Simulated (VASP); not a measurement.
Te2Mo, 3 atoms in the cell. The cell holds a slab with vacuum, 3 atoms: a = 3.661 Å, b = 3.661 Å, c = 19.162 Å, α = 90.00°, β = 90.00°, γ = 120.00°.  This cell differs from its parent crystal: volume 74.137 Å^3 an atom, c/a of the conventional cell 5.2340.

| Item | Value |
| --- | --- |
| Program | VASP 6.6.1 |
| Task | single point |
| Functional | PBE |
| Potentials or basis | VASP PAW PBE potentials, release 64 (Te, Mo_sv) |
| Cutoff | 520 eV |
| k mesh | 12 × 12 × 2 |
| Occupations | gaussian, width 0.05 eV |
| Spin | no spin polarisation |
| Dipole correction | no |
| Further INCAR settings | ALGO = Normal; EDIFF = 1e-06; NBANDS = 20 |

Potentials or basis: VASP PAW PBE potentials, release 64 (Te, Mo_sv).

Run with:

```sh
$ cat potpaw_PBE.64/Te/POTCAR potpaw_PBE.64/Mo_sv/POTCAR > POTCAR
$ mpirun -np 1 vasp_std > vasp.out
```

Hardware: 1 thread of Intel(R) Xeon(R) 6975P-C (Granite Rapids), on a shared host.

**Question.** Estimate the wall time of this run.

**Answer.** Wall time 91 s on 1 thread of Intel(R) Xeon(R) 6975P-C (Granite Rapids) (shared host), peak memory 0.41 GiB. Counts: scf iterations 22, k points 38.
